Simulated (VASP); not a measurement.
Input of a VASP 6.6.1 run:

The input POSCAR:

```
Rh
1.0
    0.0000000000      1.8978500000      1.8978500000
    1.8978500000      0.0000000000      1.8978500000
    1.8978500000      1.8978500000      0.0000000000
Rh
1
Direct
    0.0000000000      0.0000000000      0.0000000000
```

INCAR.step1

```
ISMEAR = 1 ; SIGMA = 0.1
LWAVE = T ; LCHARG = T
ISIF = 2 ; NELM = 100
ALGO = Normal ; PREC = Accurate
LASPH = T ; LREAL = F
EDIFF = 1E-5 ; GGA_COMPAT = F
ENCUT = 440 ; GGA = PE
```

File INCAR.step2:

```
METAGGA = TPSS ; ISMEAR = 1
SIGMA = 0.1 ; LWAVE = F
LCHARG = F ; ISIF = 2
NELM = 100 ; ALGO = All
PREC = Accurate ; LASPH = T
LREAL = F ; EDIFF = 1E-6
GGA_COMPAT = F ; ENCUT = 440
LMIXTAU = T ; ISTART = 1
ISEARCH = 1
```

KPOINTS

```
k-points
0
Gamma
  12 12 12
```

Potentials or basis: VASP PAW PBE potentials, release 64 (Rh_pv).

Launch:

```bash
$ cat potpaw_PBE.64/Rh_pv/POTCAR > POTCAR
$ cp INCAR.step1 INCAR
$ mpirun -np 1 vasp_std > vasp.out
$ cp INCAR.step2 INCAR
$ mpirun -np 1 vasp_std > vasp.out
```

Question: What does it give for the band gap on the k mesh?

Answer: Zero (an odd number of electrons rules out a gap without spin polarisation).

Question: Predict the pressure.

Answer: 3.1 GPa.

Caveat: the cell stands under pressure; the PAW data sets were made with another functional, which shifts forces and pressure a little.
